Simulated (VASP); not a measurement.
# Si16C (a cell with a defect) in VASP: single point with PBE

Aim: the single point of Si16C (a cell with a defect) with PBE.

Everything below comes from runs of VASP 6.6.1. Logs are shortened: lines on timing, memory, paths and dates and some standing lists are left out, and cuts for length are marked.

## (1) The cell of the first run

The cell holds a defect, 17 atoms: a = 7.679 Å, b = 7.679 Å, c = 7.679 Å, α = 60.00°, β = 60.00°, γ = 60.00°.

## (2) Single point, PBE, collinear spin

Input file INCAR:

```
PREC     = Accurate       # precision mode
ENCUT    = 520            # plane-wave cutoff, eV
EDIFF    = 1E-7           # SCF threshold, eV
ISMEAR   = -1             # smearing method
SIGMA    = 0.02           # smearing width, eV
LREAL    = Auto         
LASPH    = T              # aspherical terms in the spheres
NELM     = 150            # most SCF steps
ALGO     = Normal         # electronic algorithm
ISIF     = 2              # what is computed and relaxed
LWAVE    = F              # write WAVECAR
LCHARG   = F              # write CHGCAR
ISPIN    = 2              # spin polarisation
MAGMOM   = 0 0 0 0 0 0 0 0 0 0 0 0 0 0 0 0 1 # initial moments
LORBIT   = 11             # projections on sites
GGA      = PE             # functional
NBANDS   = 52             # bands
```

Input file KPOINTS:

```
Automatic mesh
0
Gamma
  2 2 2
```

Input file POSCAR:

```
Si16C
1.0
    0.0000000000      5.4300000000      5.4300000000
    5.4300000000      0.0000000000      5.4300000000
    5.4300000000      5.4300000000      0.0000000000
Si C
16 1
Direct
   -0.0763535912     -0.0199631676     -0.0312891344
    0.1145027624      0.0995303867      0.1160681400
    0.0139318600     -0.0026795580      0.4896040516
    0.0842817680      0.1516298343      0.6307642726
    0.0084530387      0.4858931860      0.0234990792
    0.1395764273      0.6026151013      0.1691712707
    0.0737384899      0.4881215470      0.5517311234
    0.1871639042      0.6506261510      0.6423388582
    0.4981123389     -0.0162338858      0.0000644567
    0.5652117864      0.1392817680      0.1497421731
    0.4775046041     -0.0227716390      0.5121270718
    0.6234714549      0.0974125230      0.6352394107
    0.5321639042      0.5004327808     -0.0119613260
    0.6298618785      0.6137661142      0.1453130755
    0.5610405157      0.4858287293      0.5069337017
    0.7071915285      0.6158103131      0.6120534070
    0.1099171271      0.8733425414      0.1116666667
```

Potentials or basis: VASP PAW PBE potentials, release 64 (Si, C).

Started as:

```
$ cat potpaw_PBE.64/Si/POTCAR potpaw_PBE.64/C/POTCAR > POTCAR
$ mpirun -np 1 vasp_std > vasp.out
```

OUTCAR:

```text
PREC = Accurate
   ENCUT = 520
   EDIFF = 1E-7
   ISMEAR = -1
   LREAL = Auto
   LASPH = T
   NELM = 150
   ISIF = 2
   ISPIN = 2
   LORBIT = 11
   GGA = PE

 ion  position               nearest neighbor table
   1  0.924  0.980  0.969-  17 1.85   4 2.24  10 2.35   6 2.61   2 2.88   9 3.14
   2  0.115  0.100  0.116-  17 1.77   3 2.36   9 2.41   5 2.45   1 2.88
   3  0.014  0.997  0.490-   8 2.26   4 2.32   2 2.36  12 2.46
   4  0.084  0.152  0.631-   1 2.24   7 2.31   3 2.32  11 2.48
   5  0.008  0.486  0.023-  14 2.37   2 2.45   8 2.46   6 2.47
   6  0.140  0.603  0.169-  17 1.81   7 2.46   5 2.47  13 2.48   1 2.61
   7  0.074  0.488  0.552-   4 2.31   8 2.32  16 2.34   6 2.46
   8  0.187  0.651  0.642-   3 2.26   7 2.32  15 2.37   5 2.46
   9  0.498  0.984  0.000-  12 2.29  14 2.33  10 2.36   2 2.41   1 3.14
  10  0.565  0.139  0.150-  11 2.29  13 2.34   1 2.35   9 2.36
  11  0.478  0.977  0.512-  10 2.29  16 2.39  12 2.44   4 2.48
  12  0.623  0.097  0.635-   9 2.29  11 2.44   3 2.46  15 2.49
  13  0.532  0.500  0.988-  14 2.32  10 2.34  16 2.38   6 2.48
  14  0.630  0.614  0.145-  15 2.30  13 2.32   9 2.33   5 2.37
  15  0.561  0.486  0.507-  14 2.30   8 2.37  16 2.40  12 2.49
  16  0.707  0.616  0.612-   7 2.34  13 2.38  11 2.39  15 2.40
  17  0.110  0.873  0.112-   2 1.77   6 1.81   1 1.85

  LATTYP: Found a face centered cubic cell.
 ALAT       =    10.8600000000

  Lattice vectors:

 A1 = (   0.0000000000,   5.4300000000,   5.4300000000)
 A2 = (   5.4300000000,   0.0000000000,   5.4300000000)
 A3 = (   5.4300000000,   5.4300000000,   0.0000000000)

Analysis of symmetry for initial positions (statically):
=====================================================================
 Subroutine PRICEL returns:
 Original cell was already a primitive cell.

 Routine SETGRP: Setting up the symmetry group for a
 face centered cubic supercell.

 Subroutine GETGRP returns: Found  1 space group operations
 (whereof  1 operations were pure point group operations)
 out of a pool of 48 trial point group operations.

The static configuration has the point symmetry C_1 .

Analysis of symmetry for dynamics (positions and initial velocities):
=====================================================================
 Subroutine PRICEL returns:
 Original cell was already a primitive cell.

 Routine SETGRP: Setting up the symmetry group for a
 face centered cubic supercell.

 Subroutine GETGRP returns: Found  1 space group operations
 (whereof  1 operations were pure point group operations)
 out of a pool of 48 trial point group operations.

The dynamic configuration has the point symmetry C_1 .

Analysis of structural, dynamic, and magnetic symmetry:
=====================================================================
 Subroutine PRICEL returns:
 Original cell was already a primitive cell.

 Routine SETGRP: Setting up the symmetry group for a
 face centered cubic supercell.

 Subroutine GETGRP returns: Found  1 space group operations
 (whereof  1 operations were pure point group operations)
 out of a pool of 48 trial point group operations.

The overall configuration has the point symmetry C_1 .

 Subroutine INISYM returns: Found  1 space group operations
 (whereof  1 operations are pure point group operations),
 and found     1 'primitive' translations

----------------------------------------------------------------------------------------

                                     Primitive cell

  volume of cell :     320.2060

  direct lattice vectors                    reciprocal lattice vectors
     0.000000000  5.430000000  5.430000000    -0.092081031  0.092081031  0.092081031
     5.430000000  0.000000000  5.430000000     0.092081031 -0.092081031  0.092081031
     5.430000000  5.430000000  0.000000000     0.092081031  0.092081031 -0.092081031

  length of vectors
     7.679179644  7.679179644  7.679179644     0.159489025  0.159489025  0.159489025

[... 73 lines left out ...]
  0.000000  0.500000  0.500000      1.000000
  0.500000  0.000000  0.500000      1.000000
   k-points           NKPTS =      8   k-points in BZ     NKDIM =      8   number of bands    NBANDS=     52
   number of dos      NEDOS =    301   number of ions     NIONS =     17
   total plane-waves  NPLWV = 216000
   dimension x,y,z NGX =    60 NGY =   60 NGZ =   60
   dimension x,y,z NGXF=   120 NGYF=  120 NGZF=  120
   ions per type =              16   1
   NGX,Y,Z   is equivalent  to a cutoff of  12.99, 12.99, 12.99 a.u.
   NGXF,Y,Z  is equivalent  to a cutoff of  25.98, 25.98, 25.98 a.u.
 SYSTEM =  unknown system
   PREC   = accura    normal or accurate (medium, high low for compatibility)
   ISTART =      0    job   : 0-new  1-cont  2-samecut
   ICHARG =      2    charge: 1-file 2-atom 10-const
   ISPIN  =      2    spin polarized calculation?
   LNONCOLLINEAR =      F non collinear calculations
   LSORBIT =      F    spin-orbit coupling
   LASPH  =      T    aspherical Exc in radial PAW
   ENCUT  =  520.0 eV  38.22 Ry    6.18 a.u.  14.28 14.28 14.28*2*pi/ulx,y,z
   NELM   =    150;   NELMIN=  2; NELMDL= -5     # of ELM steps
   EDIFF  = 0.1E-06   stopping-criterion for ELM
   LREAL  =      T    real-space projection
   EDIFFG = 0.1E-05   stopping-criterion for IOM
   NSW    =      0    number of steps for IOM
   IBRION =     -1    ionic relax: 0-MD 1-quasi-New 2-CG
   NFREE  =      0    steps in history (QN), initial steepest desc. (CG)
   ISIF   =      2    stress and relaxation
   ISYM   =      2    0-nonsym 1-usesym 2-fastsym
   POTIM  = 0.5000    time-step for ionic-motion
   TEBEG  =    0.0;   TEEND  =   0.0 temperature during run
   PSTRESS=    0.0 pullay stress
   NELECT =      68.0000    total number of electrons
   NUPDOWN=      -1.0000    fix difference up-down
   EMIN   =  10.00;   EMAX   =-10.00  energy-range for DOS
   EFERMI =   0.00;   METHOD = LEGACY
   ISMEAR =    -1;   SIGMA  =   0.02  broadening in eV -4-tet -1-fermi 0-gaus
   EFERMI_NEDOS =   21; number of points for ismear=-14 and -15
   IALGO  =     38    algorithm
   IMIX   =      4    mixing-type and parameters
     AMIX     =   0.40;   BMIX     =  1.00
     AMIX_MAG =   1.60;   BMIX_MAG =  1.00
  volume/ion in A,a.u.               =      18.84       127.11
  Fermi-wavevector in a.u.,A,eV,Ry     =   0.976715  1.845724 12.979587  0.953973
  Thomas-Fermi vector in A             =   2.107356
   LORBIT       =     11    0 simple, 1 ext, 2 COOP (PROOUT), +10 PAW based schemes
   GGA     = PE    functional components
   LHFCALC =     F    Hartree Fock is set to
   AEXX    =    0.0000 exact exchange contribution
   IVDW    =     0    specifies the selected vdW correction
   LEPSILON=     F    determine dielectric tensor
   LRPA    =     F    only Hartree local field effects (RPA)
 spin polarized calculation
  energy-cutoff  :      520.00
  volume of cell :      320.21
 maximum number of plane-waves:      8646
 NGX is ok and might be reduce to    60
   NGX = 29   NGY = 29   NGZ = 29

 number of electron      68.0000000 magnetization       0.1312174

 Free energy of the ion-electron system (eV)
  ---------------------------------------------------
  ext. energy  EPLUGINS =         0.00000000
  ---------------------------------------------------
  free energy    TOTEN  =       -89.27372205 eV

  energy without entropy =      -89.26391309  energy(sigma->0) =      -89.26881757

 E-fermi :   6.2697     XC(G=0):  -9.6184

 val. band max:        6.2630258519   @ k =   0.0000   0.0000   0.5000
 cond. band min:       6.3095676985   @ k =   0.5000   0.0000   0.5000
 fundamental gap:      0.0465418466
 Fermi energy:         6.2696953625

 spin component 1

 k-point     1 :       0.0000    0.0000    0.0000
  band No.  band energies     occupation
      1      -7.2179      1.00000
      2      -5.3428      1.00000
      3      -3.8459      1.00000
      4      -3.7570      1.00000
      5      -3.6327      1.00000
      6      -2.8148      1.00000
[... 381 lines left out ...]
     45       9.9717      0.00000
     46      10.1367      0.00000
 Fermi energy:         6.2696953625

 spin component 2

 k-point     1 :       0.0000    0.0000    0.0000
  band No.  band energies     occupation
      1      -7.2046      1.00000
      2      -5.3362      1.00000
      3      -3.8389      1.00000
      4      -3.7506      1.00000
      5      -3.6265      1.00000
      6      -2.8054      1.00000
[... 381 lines left out ...]
     45       9.9863      0.00000
     46      10.1442      0.00000
 [bands above 46 left out]

------------------------ aborting loop because EDIFF is reached ----------------------------------------

  FORCE on cell =-STRESS in cart. coord.  units (eV):
  Direction    XX          YY          ZZ          XY          YZ          ZX
  --------------------------------------------------------------------------------------
  -------------------------------------------------------------------------------------
  Total        3.4514364      6.2104791      2.3884272      2.2104510     -3.3872987      1.5591764
  in kB       17.2695482     31.0746471     11.9506936     11.0601750    -16.9486299      7.8014684
  external PRESSURE =      20.0982963 kB  Pullay stress =       0.0000000 kB

 VOLUME and BASIS-vectors are now :
 -----------------------------------------------------------------------------
  energy-cutoff  :      520.00
  volume of cell :      320.21
      direct lattice vectors                 reciprocal lattice vectors
     0.000000000  5.430000000  5.430000000    -0.092081031  0.092081031  0.092081031
     5.430000000  0.000000000  5.430000000     0.092081031 -0.092081031  0.092081031
     5.430000000  5.430000000  0.000000000     0.092081031  0.092081031 -0.092081031

 POSITION                                       TOTAL-FORCE (eV/Angst)
 -----------------------------------------------------------------------------------
     10.58170     10.27550     10.33700         0.531784      0.337251     -0.969689
      1.17070      1.25200      1.16220         0.449027      1.148842      0.849568
      8.07400      2.73420      5.49110         0.774256     -1.250170     -0.078407
      4.24840      3.88270      1.28100        -1.146549      0.667699      0.951878
      2.76600      0.17350      2.68430         0.226484     -0.355531      0.882306
      4.19080      1.67650      4.03010        -0.545730      0.989939      0.267618
[... 9 lines left out ...]
      6.66730      7.16350      7.18390         0.352676     -0.702648     -0.964239
      5.34860      1.20320      5.33910        -0.182581     -1.068173     -0.366543
 -----------------------------------------------------------------------------------
    total drift:                               -0.000620      0.000055      0.003119

  FREE ENERGIE OF THE ION-ELECTRON SYSTEM (eV)
  ---------------------------------------------------
  free  energy   TOTEN  =       -89.2737220535 eV

  energy  without entropy=      -89.2639130889  energy(sigma->0) =      -89.26881757

 total charge

# of ion       s       p       d       tot
------------------------------------------
    1        0.778   0.911   0.000   1.689
    2        0.752   0.923   0.000   1.676
    3        0.761   0.923   0.000   1.684
    4        0.766   0.925   0.000   1.691
    5        0.776   0.841   0.000   1.617
    6        0.748   0.878   0.000   1.625
[... 9 lines left out ...]
   16        0.752   0.906   0.000   1.658
   17        0.905   1.567   0.000   2.471
--------------------------------------------------
tot         13.013  16.185   0.000  29.198

 magnetization (x)

# of ion       s       p       d       tot
------------------------------------------
    1        0.002   0.013   0.000   0.015
    2        0.001   0.005   0.000   0.006
    3        0.000   0.001   0.000   0.001
    4        0.004   0.003   0.000   0.006
    5        0.001   0.000   0.000   0.001
    6       -0.000   0.001   0.000   0.000
[... 9 lines left out ...]
   16        0.000  -0.000   0.000   0.000
   17        0.001   0.005   0.000   0.006
--------------------------------------------------
tot          0.013   0.033   0.000   0.046
```

Run time: 21 min. Hardware: 1 thread of Intel Xeon 8259CL, shared host; peak memory 0.72 GiB.

Results:

- Free energy: -89.2737 eV
- Pressure: 2.0 GPa
- Largest force: 1.633 eV/Å
- Net moment: 0.13 μB per cell
- Valence electrons inside the program's atomic spheres: Si 1.69, 1.68, 1.62, 1.70, 1.65, 1.67, 1.71, 1.66 (each value once); C 2.47

Forces in eV/Å, atoms in the order of the input:
```
Si   0.532  0.337 -0.970
Si   0.449  1.149  0.850
Si   0.774 -1.250 -0.078
Si  -1.147  0.668  0.952
Si   0.226 -0.356  0.882
Si  -0.546  0.990  0.268
Si  -0.828 -1.208 -0.160
Si  -0.037  0.998 -0.941
Si   0.713  0.184 -0.150
Si  -0.856 -0.239  0.603
Si   1.153  0.805  0.168
Si  -0.404 -0.599  1.193
Si   0.225 -0.272 -0.896
Si  -0.345 -0.012  0.559
Si  -0.080  0.575 -0.946
Si   0.353 -0.703 -0.964
C   -0.183 -1.068 -0.367
```

Stress tensor (GPa, compression positive):
```
 1.73  1.11  0.78
 1.11  3.11 -1.69
 0.78 -1.69  1.20
```

Levels at points of the mesh, in eV from the Fermi level:
Spin up:
```tsv
k point	band 31	band 32	band 33	band 34	band 35	band 36	band 37	band 38
(0.00, 0.00, 0.00)	-0.97	-0.83	-0.67	-0.25	-0.15	0.10	0.32	0.49
(0.50, 0.00, 0.00)	-1.25	-0.95	-0.76	-0.11	0.08	0.54	0.99	1.13
(0.00, 0.50, 0.00)	-1.27	-1.09	-0.64	-0.04	0.49	0.77	0.97	1.06
(0.00, 0.00, 0.50)	-1.30	-0.97	-0.83	-0.05	0.05	0.61	0.78	1.08
(0.50, 0.50, 0.50)	-1.20	-1.01	-0.74	-0.09	0.21	0.66	0.75	0.92
(0.50, 0.50, 0.00)	-1.49	-1.43	-0.91	-0.60	0.49	0.93	1.27	1.65
(0.00, 0.50, 0.50)	-1.61	-1.35	-0.94	-0.74	0.69	1.12	1.19	1.86
(0.50, 0.00, 0.50)	-1.49	-1.29	-1.02	-0.01	0.55	0.96	1.33	1.57
```
Spin down:
```csv
k point,band 32,band 33,band 34,band 35,band 36,band 37
"(0.00, 0.00, 0.00)",-0.82,-0.67,-0.23,-0.15,0.11,0.33
"(0.50, 0.00, 0.00)",-0.93,-0.76,-0.10,0.11,0.55,1.00
"(0.00, 0.50, 0.00)",-1.09,-0.64,-0.03,0.51,0.78,0.98
"(0.00, 0.00, 0.50)",-0.96,-0.81,-0.01,0.06,0.62,0.80
"(0.50, 0.50, 0.50)",-1.01,-0.73,-0.05,0.22,0.67,0.75
"(0.50, 0.50, 0.00)",-1.42,-0.89,-0.60,0.51,0.95,1.28
"(0.00, 0.50, 0.50)",-1.34,-0.92,-0.73,0.71,1.14,1.20
"(0.50, 0.00, 0.50)",-1.29,-1.01,0.04,0.56,0.98,1.34
```

Caveat: the k points lie up to 0.50 Å⁻¹ apart; the atoms stand as in a frame of molecular dynamics.
